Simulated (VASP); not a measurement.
The system is WAu.

```
CELL_PARAMETERS angstrom
0.00000 2.74798 2.74798
2.74798 0.00000 2.74798
2.74798 2.74798 0.00000
ATOMIC_POSITIONS crystal
W 0.00000 0.00000 0.00000
Au 0.75000 0.75000 0.75000
```

* Program: VASP 6.6.1
* Task: relaxation of cell and atoms
* Functional: PBE
* Dispersion: D4
* Potentials or basis: VASP PAW PBE potentials, release 64 (W_sv, Au)
* Cutoff: 600 eV
* k mesh: 8 × 8 × 8
* Occupations: fermi-dirac, width 0.05 eV
* Spin: no spin polarisation

At the start: pressure 28.5 GPa; volume 20.75 Å³/atom.

Q: How do energy, volume and symmetry change on relaxing?

A: Over 5 steps the energy falls by 249.6 meV/atom and the volume is 23.98 Å³/atom (+15.5 %); space group F-43m (No. 216, to 0.05 Å).

The path:
```csv
step,energy change (eV),largest force (eV/Å),pressure (GPa),volume (Å³)
1,0.0000,0.0000,28.54,41.50
2,1.2660,0.0000,-19.60,67.90
3,-0.4919,0.0000,-2.47,48.87
4,-0.4989,0.0000,-0.56,48.15
5,-0.4992,0.0000,-0.01,47.95
```

Final structure:
```cif
data_structure
_symmetry_space_group_name_H-M 'P 1'
_symmetry_Int_Tables_number 1
_cell_length_a 4.0779
_cell_length_b 4.0779
_cell_length_c 4.0779
_cell_angle_alpha 60.000
_cell_angle_beta 60.000
_cell_angle_gamma 60.000
_cell_volume 47.95
loop_
_atom_site_label
_atom_site_type_symbol
_atom_site_fract_x
_atom_site_fract_y
_atom_site_fract_z
_atom_site_occupancy
W1 W 0.00000 0.00000 0.00000 1
Au1 Au 0.75000 0.75000 0.75000 1
```

Caveat: the volume moved by over 15 % at a fixed basis, so the end points are rough; pairwise dispersion overbinds metals, which lowers pressure and volume.
